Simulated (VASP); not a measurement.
# Si16O (a cell with a defect) in VASP: further runs

Si16O (a cell with a defect) is run at these levels: r2SCAN; tasks: single point.

Everything below comes from runs of VASP 6.6.1. Logs are shortened: lines on timing, memory, paths and dates and some standing lists are left out, and cuts for length are marked.

## 1. The cell of the first run

The cell holds a defect, 17 atoms: a = 7.679 Å, b = 7.679 Å, c = 7.679 Å, α = 60.00°, β = 60.00°, γ = 60.00°.

## 2. Single point, r2SCAN, collinear spin, zero start

Input file POSCAR:

```
Si16O
1.0
    0.0000000000      5.4300000000      5.4300000000
    5.4300000000      0.0000000000      5.4300000000
    5.4300000000      5.4300000000      0.0000000000
Si O
16 1
Direct
   -0.0011557090      0.0042706262     -0.0033172192
    0.1272229282      0.1246074586      0.1223905157
    0.0117054328      0.0003113260      0.4968514733
    0.1340818600      0.1281722836      0.6223065378
   -0.0080775322      0.4985469613     -0.0076756906
    0.1134690608      0.6302160221      0.1144966851
   -0.0096169429      0.5011869245      0.4902451197
    0.1078395948      0.6242548803      0.6185117864
    0.5018917127     -0.0006406998      0.0030784530
    0.6242481584      0.1274070902      0.1284199816
    0.5080072744      0.0425546041      0.5029660221
    0.6385200737      0.1552749540      0.6305703499
    0.4885497238      0.4998627993     -0.0207464088
    0.6182921731      0.6233936464      0.0951814917
    0.4749502762      0.5111569061      0.4638447514
    0.6279039595      0.6719746777      0.6190505525
    0.5106995396      0.7003122468      0.4729595764
```

Input file INCAR.step1:

```
SYSTEM = Si16O
ALGO = Normal ; EDIFF = 1E-4
ENCUT = 520 ; GGA = PE
ISMEAR = 0 ; ISPIN = 2
LASPH = .TRUE. ; LCHARG = .FALSE.
LREAL = Auto ; LWAVE = .TRUE.
MAGMOM = 0 0 0 0 0 0 0 0 0 0 0 0 0 0 0 0 0 ; NBANDS = 53
NELM = 150 ; PREC = Accurate
SIGMA = 0.05
```

Input file INCAR.step2:

```
SYSTEM = Si16O
ALGO = Normal ; EDIFF = 1E-7
ENCUT = 520 ; ISIF = 2
ISMEAR = 0 ; ISPIN = 2
ISTART = 1 ; LASPH = .TRUE.
LCHARG = .TRUE. ; LELF = .TRUE.
LMIXTAU = .TRUE. ; LORBIT = 11
LREAL = Auto ; LVHAR = .TRUE.
LWAVE = .FALSE. ; MAGMOM = 0 0 0 0 0 0 0 0 0 0 0 0 0 0 0 0 0
METAGGA = R2SCAN ; NBANDS = 53
NELM = 150 ; PREC = Accurate
SIGMA = 0.05
```

Input file KPOINTS:

```
k-points
0
G
  2 2 2
  0 0 0
```

Potentials or basis: VASP PAW PBE potentials, release 64 (Si, O).

Command:

```bash
$ cat potpaw_PBE.64/Si/POTCAR potpaw_PBE.64/O/POTCAR > POTCAR
$ cp INCAR.step1 INCAR
$ mpirun -np 1 vasp_std > vasp.out
$ cp INCAR.step2 INCAR
$ mpirun -np 1 vasp_std > vasp.out
```

OUTCAR:

```text
SYSTEM = Si16O
   EDIFF = 1E-7
   ENCUT = 520
   ISIF = 2
   ISMEAR = 0
   ISPIN = 2
   ISTART = 1
   LASPH = .TRUE.
   LORBIT = 11
   LREAL = Auto
   METAGGA = R2SCAN
   NELM = 150
   PREC = Accurate

 ion  position               nearest neighbor table
   1  0.999  0.004  0.997-   2 2.35   6 2.35   4 2.35  10 2.35
   2  0.127  0.125  0.122-   5 2.35   1 2.35   3 2.35   9 2.35
   3  0.012  0.000  0.497-   2 2.35   4 2.36  12 2.36   8 2.37
   4  0.134  0.128  0.622-   7 2.35   1 2.35   3 2.36  11 2.37
   5  0.992  0.499  0.992-   8 2.34   2 2.35  14 2.35   6 2.35
   6  0.113  0.630  0.114-   1 2.35   5 2.35  13 2.35   7 2.36
   7  0.990  0.501  0.490-  16 2.31   8 2.31   4 2.35   6 2.36
   8  0.108  0.624  0.619-  15 2.31   7 2.31   5 2.34   3 2.37
   9  0.502  0.999  0.003-   2 2.35  12 2.36  10 2.36  14 2.38
  10  0.624  0.127  0.128-  13 2.35   1 2.35   9 2.36  11 2.37
  11  0.508  0.043  0.503-  16 2.32  12 2.33   4 2.37  10 2.37
  12  0.639  0.155  0.631-  15 2.32  11 2.33   9 2.36   3 2.36
  13  0.489  0.500  0.979-  16 2.31  14 2.32  10 2.35   6 2.35
  14  0.618  0.623  0.095-  13 2.32  15 2.32   5 2.35   9 2.38
  15  0.475  0.511  0.464-  17 1.65   8 2.31  14 2.32  12 2.32  16 2.94
  16  0.628  0.672  0.619-  17 1.64   7 2.31  13 2.31  11 2.32  15 2.94
  17  0.511  0.700  0.473-  16 1.64  15 1.65

  LATTYP: Found a face centered cubic cell.
 ALAT       =    10.8600000000

  Lattice vectors:

 A1 = (   0.0000000000,   5.4300000000,   5.4300000000)
 A2 = (   5.4300000000,   0.0000000000,   5.4300000000)
 A3 = (   5.4300000000,   5.4300000000,   0.0000000000)

Analysis of symmetry for initial positions (statically):
=====================================================================
 Subroutine PRICEL returns:
 Original cell was already a primitive cell.

 Routine SETGRP: Setting up the symmetry group for a
 face centered cubic supercell.

 Subroutine GETGRP returns: Found  1 space group operations
 (whereof  1 operations were pure point group operations)
 out of a pool of 48 trial point group operations.

The static configuration has the point symmetry C_1 .

Analysis of symmetry for dynamics (positions and initial velocities):
=====================================================================
 Subroutine PRICEL returns:
 Original cell was already a primitive cell.

 Routine SETGRP: Setting up the symmetry group for a
 face centered cubic supercell.

 Subroutine GETGRP returns: Found  1 space group operations
 (whereof  1 operations were pure point group operations)
 out of a pool of 48 trial point group operations.

The dynamic configuration has the point symmetry C_1 .

Analysis of structural, dynamic, and magnetic symmetry:
=====================================================================
 Subroutine PRICEL returns:
 Original cell was already a primitive cell.

 Routine SETGRP: Setting up the symmetry group for a
 face centered cubic supercell.

 Subroutine GETGRP returns: Found  1 space group operations
 (whereof  1 operations were pure point group operations)
 out of a pool of 48 trial point group operations.

The overall configuration has the point symmetry C_1 .

 Subroutine INISYM returns: Found  1 space group operations
 (whereof  1 operations are pure point group operations),
 and found     1 'primitive' translations

----------------------------------------------------------------------------------------

                                     Primitive cell

  volume of cell :     320.2060

  direct lattice vectors                    reciprocal lattice vectors
     0.000000000  5.430000000  5.430000000    -0.092081031  0.092081031  0.092081031
     5.430000000  0.000000000  5.430000000     0.092081031 -0.092081031  0.092081031
     5.430000000  5.430000000  0.000000000     0.092081031  0.092081031 -0.092081031

  length of vectors
     7.679179644  7.679179644  7.679179644     0.159489025  0.159489025  0.159489025

  position of ions in fractional coordinates (direct lattice)
     0.998844291  0.004270626  0.996682781
[... 75 lines left out ...]
   total plane-waves  NPLWV = 216000
   dimension x,y,z NGX =    60 NGY =   60 NGZ =   60
   dimension x,y,z NGXF=   120 NGYF=  120 NGZF=  120
   ions per type =              16   1
   NGX,Y,Z   is equivalent  to a cutoff of  12.99, 12.99, 12.99 a.u.
   NGXF,Y,Z  is equivalent  to a cutoff of  25.98, 25.98, 25.98 a.u.
 SYSTEM =  Si16O
   PREC   = accura    normal or accurate (medium, high low for compatibility)
   ISTART =      1    job   : 0-new  1-cont  2-samecut
   ICHARG =      0    charge: 1-file 2-atom 10-const
   ISPIN  =      2    spin polarized calculation?
   LNONCOLLINEAR =      F non collinear calculations
   LSORBIT =      F    spin-orbit coupling
   LASPH  =      T    aspherical Exc in radial PAW
   ENCUT  =  520.0 eV  38.22 Ry    6.18 a.u.  14.28 14.28 14.28*2*pi/ulx,y,z
   NELM   =    150;   NELMIN=  2; NELMDL=  0     # of ELM steps
   EDIFF  = 0.1E-06   stopping-criterion for ELM
   LREAL  =      T    real-space projection
   EDIFFG = 0.1E-05   stopping-criterion for IOM
   NSW    =      0    number of steps for IOM
   IBRION =     -1    ionic relax: 0-MD 1-quasi-New 2-CG
   NFREE  =      0    steps in history (QN), initial steepest desc. (CG)
   ISIF   =      2    stress and relaxation
   ISYM   =      2    0-nonsym 1-usesym 2-fastsym
   POTIM  = 0.5000    time-step for ionic-motion
   TEBEG  =    0.0;   TEEND  =   0.0 temperature during run
   PSTRESS=    0.0 pullay stress
   NELECT =      70.0000    total number of electrons
   NUPDOWN=      -1.0000    fix difference up-down
   EMIN   =  10.00;   EMAX   =-10.00  energy-range for DOS
   EFERMI =   0.00;   METHOD = LEGACY
   ISMEAR =     0;   SIGMA  =   0.05  broadening in eV -4-tet -1-fermi 0-gaus
   EFERMI_NEDOS =   21; number of points for ismear=-14 and -15
   IALGO  =     38    algorithm
   IMIX   =      4    mixing-type and parameters
     AMIX     =   0.40;   BMIX     =  1.00
     AMIX_MAG =   1.60;   BMIX_MAG =  1.00
  volume/ion in A,a.u.               =      18.84       127.11
  Fermi-wavevector in a.u.,A,eV,Ry     =   0.986199  1.863645 13.232857  0.972588
  Thomas-Fermi vector in A             =   2.117562
   LORBIT       =     11    0 simple, 1 ext, 2 COOP (PROOUT), +10 PAW based schemes
   METAGGA = R2SCAN    functional components
   LHFCALC =     F    Hartree Fock is set to
   AEXX    =    0.0000 exact exchange contribution
   IVDW    =     0    specifies the selected vdW correction
   LEPSILON=     F    determine dielectric tensor
   LRPA    =     F    only Hartree local field effects (RPA)
 spin polarized calculation
 Gauss-broadening in eV      SIGMA  =   0.05
  energy-cutoff  :      520.00
  volume of cell :      320.21
 maximum number of plane-waves:      8646
 NGX is ok and might be reduce to    60
   NGX = 29   NGY = 29   NGZ = 29

 number of electron      69.9999998 magnetization      -0.0000000

 number of electron      69.9999998 magnetization       0.0000000

 Free energy of the ion-electron system (eV)
  ---------------------------------------------------
  ext. energy  EPLUGINS =         0.00000000
  ---------------------------------------------------
  free energy    TOTEN  =      -147.61358287 eV

  energy without entropy =     -147.61358287  energy(sigma->0) =     -147.61358287

 E-fermi :   6.0850     XC(G=0):  -9.9712

 val. band max:        5.7880463002   @ k =   0.0000   0.0000   0.0000
 cond. band min:       6.4763505537   @ k =   0.0000   0.0000   0.0000
 fundamental gap:      0.6883042536
 Fermi energy:         6.0850408675

 spin component 1

 k-point     1 :       0.0000    0.0000    0.0000
  band No.  band energies     occupation
      1     -15.9373      1.00000
      2      -6.4651      1.00000
      3      -4.9934      1.00000
      4      -4.2331      1.00000
      5      -4.2073      1.00000
      6      -3.8400      1.00000
[... 389 lines left out ...]
     46      10.3796      0.00000
     47      10.7270      0.00000
 Fermi energy:         6.0850408675

 spin component 2

 k-point     1 :       0.0000    0.0000    0.0000
  band No.  band energies     occupation
      1     -15.9373      1.00000
      2      -6.4651      1.00000
      3      -4.9934      1.00000
      4      -4.2331      1.00000
      5      -4.2073      1.00000
      6      -3.8400      1.00000
[... 389 lines left out ...]
     46      10.3796      0.00000
     47      10.7270      0.00000
 [bands above 47 left out]

------------------------ aborting loop because EDIFF is reached ----------------------------------------

  FORCE on cell =-STRESS in cart. coord.  units (eV):
  Direction    XX          YY          ZZ          XY          YZ          ZX
  --------------------------------------------------------------------------------------
  -------------------------------------------------------------------------------------
  Total        7.0149074      6.2525213      6.7709140      3.3588125      3.4850411      2.4497977
  in kB       35.0996704     31.2850086     33.8788292     16.8060965     17.4376920     12.2577660
  external PRESSURE =      33.4211694 kB  Pullay stress =       0.0000000 kB

 VOLUME and BASIS-vectors are now :
 -----------------------------------------------------------------------------
  energy-cutoff  :      520.00
  volume of cell :      320.21
      direct lattice vectors                 reciprocal lattice vectors
     0.000000000  5.430000000  5.430000000    -0.092081031  0.092081031  0.092081031
     5.430000000  0.000000000  5.430000000     0.092081031 -0.092081031  0.092081031
     5.430000000  5.430000000  0.000000000     0.092081031  0.092081031 -0.092081031

 POSITION                                       TOTAL-FORCE (eV/Angst)
 -----------------------------------------------------------------------------------
      5.43518     10.83571      5.44691        -0.000612      0.000252     -0.000620
      1.34120      1.35540      1.36744         0.000716     -0.000984     -0.001529
      2.69959      2.76146      0.06525         0.003501     -0.005494     -0.003584
      4.07510      4.10719      1.42404        -0.002126      0.000079     -0.000670
      8.09543     10.77446      8.09325        -0.000420     -0.002795      0.000792
      4.04379      1.23785      4.03821        -0.000038     -0.001847     -0.005727
[... 9 lines left out ...]
      7.01027      6.77096      7.05834         0.045600      0.048258      0.038307
      6.37087      5.34127      6.57579        -0.016007     -0.002566      0.018699
 -----------------------------------------------------------------------------------
    total drift:                               -0.001516      0.001426     -0.001765

  FREE ENERGIE OF THE ION-ELECTRON SYSTEM (eV)
  ---------------------------------------------------
  free  energy   TOTEN  =      -147.6135828652 eV

  energy  without entropy=     -147.6135828652  energy(sigma->0) =     -147.61358287

 total charge

# of ion       s       p       d       tot
------------------------------------------
    1        0.734   0.983   0.000   1.716
    2        0.733   0.983   0.000   1.716
    3        0.737   0.966   0.000   1.702
    4        0.736   0.970   0.000   1.706
    5        0.734   0.979   0.000   1.713
    6        0.734   0.974   0.000   1.708
[... 9 lines left out ...]
   16        0.735   0.972   0.000   1.708
   17        1.581   3.654   0.000   5.235
--------------------------------------------------
tot         13.382  19.354   0.000  32.736

 magnetization (x)

# of ion       s       p       d       tot
------------------------------------------
    1       -0.000  -0.000   0.000  -0.000
    2       -0.000  -0.000   0.000  -0.000
    3       -0.000  -0.000   0.000  -0.000
    4        0.000   0.000   0.000   0.000
    5        0.000   0.000   0.000   0.000
    6       -0.000  -0.000   0.000  -0.000
[... 9 lines left out ...]
   16        0.000   0.000   0.000   0.000
   17       -0.000  -0.000   0.000  -0.000
--------------------------------------------------
tot         -0.000  -0.000   0.000  -0.000
```

Run time: 13 min. Hardware: 1 thread of Intel Xeon 6975P-C (Granite Rapids), shared host; peak memory 0.84 GiB.

Results:

```
Free energy                                           : -147.6136 eV
Pressure                                              : 3.3 GPa
Largest force                                         : 0.078 eV/Å
Band gap on the k mesh                                : 0.69 eV
Net moment                                            : 0.00 μB per cell
Valence electrons inside the program's atomic spheres : Si 1.72, 1.70, 1.71, 1.74, 1.73 (each value once); O 5.24
```

Forces in eV/Å, atoms in the order of the input:
```
Si  -0.001  0.000 -0.001
Si   0.001 -0.001 -0.002
Si   0.004 -0.005 -0.004
Si  -0.002  0.000 -0.001
Si   0.000 -0.003  0.001
Si   0.000 -0.002 -0.006
Si   0.012  0.001 -0.001
Si  -0.005 -0.001  0.002
Si   0.005  0.002 -0.002
Si   0.001 -0.002  0.000
Si   0.002  0.006  0.004
Si   0.002 -0.007 -0.002
Si   0.002 -0.001  0.008
Si   0.001 -0.001 -0.005
Si  -0.050 -0.032 -0.050
Si   0.046  0.048  0.038
O   -0.016 -0.003  0.019
```

Levels at points of the mesh, in eV from the valence-band top:
Spin up:
| k point | band 31 | band 32 | band 33 | band 34 | band 35 | band 36 | band 37 | band 38 | band 39 | band 40 |
| --- | --- | --- | --- | --- | --- | --- | --- | --- | --- | --- |
| (0.00, 0.00, 0.00) | -1.04 | -1.01 | -0.33 | -0.05 | 0.00 | 0.69 | 1.00 | 1.03 | 1.21 | 1.45 |
| (0.50, 0.00, 0.00) | -1.54 | -1.30 | -0.81 | -0.66 | -0.61 | 1.48 | 1.71 | 1.84 | 1.93 | 1.99 |
| (0.00, 0.50, 0.00) | -1.59 | -1.27 | -0.87 | -0.69 | -0.56 | 1.55 | 1.67 | 1.83 | 1.97 | 2.09 |
| (0.00, 0.00, 0.50) | -1.52 | -1.31 | -0.82 | -0.64 | -0.62 | 1.53 | 1.69 | 1.83 | 1.97 | 1.99 |
| (0.50, 0.50, 0.50) | -1.46 | -0.78 | -0.74 | -0.64 | -0.06 | 1.40 | 1.69 | 1.74 | 1.81 | 1.99 |
| (0.50, 0.50, 0.00) | -1.55 | -1.52 | -1.37 | -1.22 | -0.76 | 1.54 | 1.69 | 2.61 | 2.72 | 2.80 |
| (0.00, 0.50, 0.50) | -1.54 | -1.48 | -1.40 | -1.16 | -0.89 | 1.59 | 1.69 | 2.62 | 2.70 | 2.81 |
| (0.50, 0.00, 0.50) | -1.57 | -1.54 | -1.39 | -1.28 | -0.27 | 1.38 | 1.69 | 2.58 | 2.65 | 2.79 |
Spin down:
```tsv
k point	band 31	band 32	band 33	band 34	band 35	band 36	band 37	band 38	band 39	band 40
(0.00, 0.00, 0.00)	-1.04	-1.01	-0.33	-0.05	0.00	0.69	1.00	1.03	1.21	1.45
(0.50, 0.00, 0.00)	-1.54	-1.30	-0.81	-0.66	-0.61	1.48	1.71	1.84	1.93	1.99
(0.00, 0.50, 0.00)	-1.59	-1.27	-0.87	-0.69	-0.56	1.55	1.67	1.83	1.97	2.09
(0.00, 0.00, 0.50)	-1.52	-1.31	-0.82	-0.64	-0.62	1.53	1.69	1.83	1.97	1.99
(0.50, 0.50, 0.50)	-1.46	-0.78	-0.74	-0.64	-0.06	1.40	1.69	1.74	1.81	1.99
(0.50, 0.50, 0.00)	-1.55	-1.52	-1.37	-1.22	-0.76	1.54	1.69	2.61	2.72	2.80
(0.00, 0.50, 0.50)	-1.54	-1.48	-1.40	-1.16	-0.89	1.59	1.69	2.62	2.70	2.81
(0.50, 0.00, 0.50)	-1.57	-1.54	-1.39	-1.28	-0.27	1.38	1.69	2.58	2.65	2.79
```

Caveat: the k points lie up to 0.50 Å⁻¹ apart; the PAW data sets were made with another functional, which shifts forces and pressure a little.

(Part 1 of 2 ends here.)
